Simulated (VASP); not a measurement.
TaN:

```
CELL_PARAMETERS angstrom
0.00000 2.17900 2.17900
2.17900 0.00000 2.17900
2.17900 2.17900 0.00000
ATOMIC_POSITIONS crystal
Ta 0.50000 0.50000 0.50000
N 0.00000 0.00000 0.00000
```

* Program: VASP 6.6.1
* Task: relaxation of cell and atoms
* Functional: r2SCAN
* Dispersion: rVV10
* Potentials or basis: VASP PAW PBE potentials, release 64 (Ta_pv, N)
* Cutoff: 600 eV
* k mesh: 13 × 13 × 13
* Occupations: gaussian, width 0.1 eV
* Spin: no spin polarisation

At the start: pressure 10.3 GPa; volume 10.35 Å³/atom.

Q: Where does the relaxation end?

A: Over 4 steps the energy falls by 9.0 meV/atom and the volume is 10.63 Å³/atom (+2.8 %); space group Fm-3m (No. 225, to 0.1 Å) before and after.

The path:
| step | energy change (eV) | largest force (eV/Å) | pressure (GPa) | volume (Å³) |
| --- | --- | --- | --- | --- |
| 1 | 0.0000 | 0.0000 | 10.34 | 20.69 |
| 2 | 0.0847 | 0.0000 | -20.76 | 22.76 |
| 3 | -0.0180 | 0.0000 | -0.25 | 21.28 |
| 4 | -0.0180 | 0.0000 | -0.01 | 21.27 |

Final structure:
```
Ta N
1.0
     0.00000    2.19895    2.19895
     2.19895    0.00000    2.19895
     2.19895    2.19895    0.00000
Ta N
1 1
Direct
  0.50000 0.50000 0.50000
  0.00000 0.00000 0.00000
```

Caveat: the PAW data sets were made with another functional, which shifts forces and pressure a little.
